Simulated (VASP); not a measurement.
A run of VASP 6.6.1:

INCAR

```
PREC     = Accurate       # precision mode
ENCUT    = 500            # plane-wave cutoff, eV
EDIFF    = 1E-6           # SCF threshold, eV
ISMEAR   = -1             # smearing method
SIGMA    = 0.1            # smearing width, eV
LREAL    = F              # projectors in reciprocal space
LASPH    = T              # aspherical terms in the spheres
NELM     = 120            # most SCF steps
ALGO     = Normal         # electronic algorithm
ISIF     = 2              # what is computed and relaxed
LWAVE    = F              # write WAVECAR
LCHARG   = F              # write CHGCAR
GGA      = CA             # functional
NBANDS   = 11             # bands
GGA_COMPAT= F
```

KPOINTS

```
Automatic mesh
0
Gamma
  8 8 8
```

Contents of POSCAR:

```
Pd
1.0
    1.5291663207      1.5291663207      1.5291663207
   -1.5291663207      1.5291663207      1.5291663207
   -1.5291663207     -1.5291663207      1.5291663207
Pd
1
Direct
    0.0000000000      0.0000000000      0.0000000000
```

Potentials or basis: VASP PAW LDA potentials, release 64 (Pd).

Run with:

```console
$ cat potpaw_LDA.64/Pd/POTCAR > POTCAR
$ mpirun -np 1 vasp_std > vasp.out
```

Hardware: 1 thread of Intel(R) Xeon(R) Platinum 8259CL CPU @ 2.50GHz (Skylake/Cascade Lake), with other jobs on the host.

**Question.** How long does it take, and how much memory?

**Answer.** It took 4.4 s on 1 thread of Intel(R) Xeon(R) Platinum 8259CL CPU @ 2.50GHz (Skylake/Cascade Lake), with other jobs on the host, peak memory 0.11 GiB. Counts: scf iterations 11, k points 29.
